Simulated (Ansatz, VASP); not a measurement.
**Zn5O3 in VASP and in Ansatz**

```
Zn O
1.0
     3.25053    0.00636    0.00407
    -1.61939    2.77378   -0.00169
     0.01933    0.00168   12.04586
Zn O
5 3
Cartesian
  1.6373 2.7826 5.2230
  0.0145 1.8589 7.9901
  0.0118 1.8619 2.5274
  1.6496 2.7712 11.8866
  1.6430 0.9133 10.0895
  0.0146 1.8663 4.4970
  1.6388 2.7778 7.1958
  1.6361 2.7785 1.8098
```

Change from the starting cell: cell x1, atoms moved at random (sigma 0.15 Å) and cell strained at random (1.5 %), then relaxed without symmetry.

Alike in both runs: functional PBE; k mesh 6 × 6 × 2; occupations gaussian, width 0.2 eV; no spin polarisation.

Ansatz relaxed the structure, and its values are those at the end. VASP's run is a single point on that final structure, the one shown.

|  | VASP | Ansatz |
| --- | --- | --- |
| version | VASP 6.6.1 | Ansatz 0.2.0 |
| potentials or method | VASP PAW PBE potentials, release 64 (Zn, O), cutoff 520 eV | scalar-relativistic, plane waves, PAW |
| valence electrons in the cell | 78 | 78 |

|  | VASP | Ansatz | Ansatz less VASP |
| --- | --- | --- | --- |
| gap on the k mesh at the Fermi level (eV) | none | none | - |
| pressure (GPa) | 0.7 | 0.0 | -0.69 |
| rms of the force components (eV/Å) | 0.015 | 0.002 | -0.0133 |

A gap of «none» marks a metal or a gap that the smearing closes. With one functional, cell and mesh, what is left measures potentials, basis and numerics.

The k mesh is coarse, so the values compare programs but aren't converged.
